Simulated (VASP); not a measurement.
A run of VASP 6.6.1 is set up as follows.

File INCAR:

```
PREC = Accurate ; ENCUT = 520
EDIFF = 1E-6 ; ISMEAR = 0
SIGMA = 0.1 ; LREAL = False
LASPH = True ; NELM = 80
ALGO = Normal ; ISIF = 2
LWAVE = False ; LCHARG = True
GGA = PE ; LELF = True
LVHAR = True ; NBANDS = 55
```

KPOINTS

```
regular mesh
0
Gamma
  6 6 6
```

Contents of POSCAR:

```
In2O3
1.0
    2.7868374612      1.6089813584      4.9097440485
   -2.7868374612      1.6089813584      4.9097440485
    0.0000000000     -3.2179627168      4.9097440485
In O
4 6
Direct
    0.3574450969      0.3574450969      0.3574450969
    0.1425549031      0.1425549031      0.1425549031
    0.6425549031      0.6425549031      0.6425549031
    0.8574450969      0.8574450969      0.8574450969
    0.5467436615      0.9532563385      0.2500000000
    0.2500000000      0.5467436615      0.9532563385
    0.9532563385      0.2500000000      0.5467436615
    0.4532563385      0.0467436615      0.7500000000
    0.7500000000      0.4532563385      0.0467436615
    0.0467436615      0.7500000000      0.4532563385
```

Potentials or basis: VASP PAW PBE potentials, release 64 (In_d, O).

The run is started by

```bash
$ cat potpaw_PBE.64/In_d/POTCAR potpaw_PBE.64/O/POTCAR > POTCAR
$ mpirun -np 1 vasp_std > vasp.out
```

(1) What does it give for the band gap on the k mesh?

(2) Predict the pressure.

(3) Estimate the largest force.

Answers

(1) 0.97 eV (least direct gap 1.05 eV).

(2) 0.7 GPa.

(3) 0.043 eV/Å.

Caveat: spin-orbit coupling is left out, which moves the levels of the heavy elements.
